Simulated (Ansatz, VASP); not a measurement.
Two plane-wave programs on SiC5

```
CELL_PARAMETERS angstrom
4.65258 0.00000 0.00000
-2.32629 4.02925 0.00000
0.00000 0.00000 7.18122
ATOMIC_POSITIONS crystal
Si 0.00000 0.00000 0.75000
Si 0.00000 0.00000 0.25000
C 0.61957 0.00000 0.75000
C 0.33333 0.66667 0.75000
C 0.66667 0.33333 0.75000
C 0.00000 0.61957 0.75000
C 0.38043 0.38043 0.75000
C 0.61957 0.61957 0.25000
C 0.66667 0.33333 0.25000
C 0.33333 0.66667 0.25000
C 0.00000 0.38043 0.25000
C 0.38043 0.00000 0.25000
```

Alike in both runs: functional PBE; k mesh 4 × 4 × 3; occupations gaussian, width 0.2 eV; no spin polarisation.

Ansatz relaxed the structure, and its values are those at the end. VASP's run is a single point on that final structure, the one shown.

|  | VASP | Ansatz |
| --- | --- | --- |
| version | VASP 6.6.1 | Ansatz 0.2.0 |
| potentials or method | VASP PAW PBE potentials, release 64 (Si, C), cutoff 520 eV | scalar-relativistic, plane waves, PAW |
| valence electrons in the cell | 48 | 48 |

VASP gave:

```
gap on the k mesh at the Fermi level (eV) : none
pressure (GPa)                            : 0.1
rms of the force components (eV/Å)        : 0.011
```

What did Ansatz give for the same quantities?

gap on the k mesh at the Fermi level (eV): none; pressure (GPa): -0.1; rms of the force components (eV/Å): 0.000.

A gap of «none» marks a metal or a gap that the smearing closes.

The k mesh is coarse, so the values compare programs but aren't converged.
